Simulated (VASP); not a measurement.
## Sr: single point with LDA

Sr:

```
CELL_PARAMETERS angstrom
4.22202 0.00000 0.00000
-2.11101 3.65637 0.00000
0.00000 0.00000 6.90608
ATOMIC_POSITIONS crystal
Sr 0.33333 0.66667 0.25000
Sr 0.66667 0.33333 0.75000
```

This cell differs from its parent crystal: volume scaled by 0.94.

```json
{
  "Program": "VASP 6.6.1",
  "Task": "single point",
  "Functional": "LDA",
  "Potentials or basis": "VASP PAW LDA potentials, release 64 (Sr_sv)",
  "Cutoff": "520 eV",
  "k mesh": "10 × 10 × 5",
  "Occupations": "fermi-dirac, width 0.08 eV",
  "Spin": "no spin polarisation",
  "Dipole correction": "no",
  "Further INCAR settings": "ALGO = Normal; EDIFF = 1e-06; NBANDS = 17"
}
```

| Item | Value |
| --- | --- |
| Pressure | -1.0 GPa |
| Band gap on the k mesh | zero (band 10 reaches 1.66 eV, above the bottom of band 11 at 1.54 eV) |

Levels at points of the mesh, in eV from the Fermi level:
| k point | band 6 | band 7 | band 8 | band 9 | band 10 | band 11 | band 12 | band 13 | band 14 | band 15 |
| --- | --- | --- | --- | --- | --- | --- | --- | --- | --- | --- |
| (0.00, 0.00, 0.00) | -18.37 | -18.37 | -18.37 | -3.71 | -1.20 | 0.16 | 2.23 | 2.24 | 2.24 | 2.65 |
| (0.50, 0.00, 0.00) | -18.45 | -18.42 | -18.40 | -1.15 | -0.51 | 0.03 | 0.22 | 1.32 | 1.89 | 2.13 |

Run time: 32 s on 1 thread of AMD EPYC 9R45 96-Core Processor (Zen 5), with other jobs on the host, peak memory 0.18 GiB.
